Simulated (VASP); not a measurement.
A run of VASP 6.6.1:

File INCAR:

```
SYSTEM = InSe8
PREC = Accurate
ENCUT = 520
EDIFF = 1E-6
ISMEAR = 0
SIGMA = 0.1
LREAL = .FALSE.
LASPH = .TRUE.
NELM = 100
ALGO = Normal
ISIF = 2
LWAVE = .FALSE.
LCHARG = .TRUE.
GGA = PE
IVDW = 12
LELF = .TRUE.
LVHAR = .TRUE.
NBANDS = 40
```

File KPOINTS:

```
Automatic mesh
0
G
  3 3 4
  0 0 0
```

The input POSCAR:

```
InSe8
1.0
    7.2714042894      0.0000000000      0.0000000000
   -3.6357021447      6.2972208358      0.0000000000
    0.0000000000      0.0000000000      4.6396336148
In Se
1 8
Direct
    0.0000000000      0.0000000000      0.5000000000
    0.3586429655      0.1793214828      0.1487107179
    0.3333333333      0.6666666667      0.4229786292
    0.8206785172      0.1793214828      0.1487107179
    0.8206785172      0.6413570345      0.1487107179
    0.1793214828      0.3586429655      0.8512892821
    0.1793214828      0.8206785172      0.8512892821
    0.6666666667      0.3333333333      0.5770213708
    0.6413570345      0.8206785172      0.8512892821
```

Potentials or basis: VASP PAW PBE potentials, release 64 (In_d, Se).

The run is started by

```bash
$ cat potpaw_PBE.64/In_d/POTCAR potpaw_PBE.64/Se/POTCAR > POTCAR
$ mpirun -np 1 vasp_std > vasp.out
```

Hardware: 1 thread of AMD EPYC 9R45 96-Core Processor (Zen 5), with other jobs on the host.

**Question.** How long does it take, and how much memory?

**Answer.** It took 71 s on 1 thread of AMD EPYC 9R45 96-Core Processor (Zen 5), on a shared host, peak memory 0.32 GiB. Counts: scf iterations 14, k points 10.
